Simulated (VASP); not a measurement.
A run of VASP 6.6.1 is set up as follows.

File INCAR:

```
SYSTEM = CdSe
PREC     = Accurate       ! precision mode
ENCUT    = 520            ! plane-wave cutoff, eV
EDIFF    = 1E-6           ! SCF threshold, eV
ISMEAR   = -1             ! smearing method
SIGMA    = 0.08           ! smearing width, eV
LREAL    = .FALSE.        ! projectors in reciprocal space
LASPH    = .TRUE.         ! aspherical terms in the spheres
NELM     = 60             ! most SCF steps
ALGO     = Normal         ! electronic algorithm
ISIF     = 2              ! what is computed and relaxed
LWAVE    = .FALSE.        ! write WAVECAR
LCHARG   = .TRUE.         ! write CHGCAR
GGA      = PE             ! functional
LELF     = .TRUE.         ! ELF
LVHAR    = .TRUE.       
NBANDS   = 16             ! bands
```

KPOINTS

```
Automatic mesh
0
G
  13 13 13
  0 0 0
```

Contents of POSCAR:

```
CdSe
1.0
    0.0000000000      2.7282554766      2.7282554766
    2.7282554766      0.0000000000      2.7282554766
    2.7282554766      2.7282554766      0.0000000000
Cd Se
1 1
Direct
    0.0000000000      0.0000000000      0.0000000000
    0.5000000000      0.5000000000      0.5000000000
```

Potentials or basis: VASP PAW PBE potentials, release 64 (Cd, Se).

The run is started by

```console
$ cat potpaw_PBE.64/Cd/POTCAR potpaw_PBE.64/Se/POTCAR > POTCAR
$ mpirun -np 1 vasp_std > vasp.out
```

Estimate the band gap on the k mesh.

zero (band 9 reaches 3.78 eV, above the bottom of band 10 at 3.35 eV).

What does it give for the pressure?

13.7 GPa.
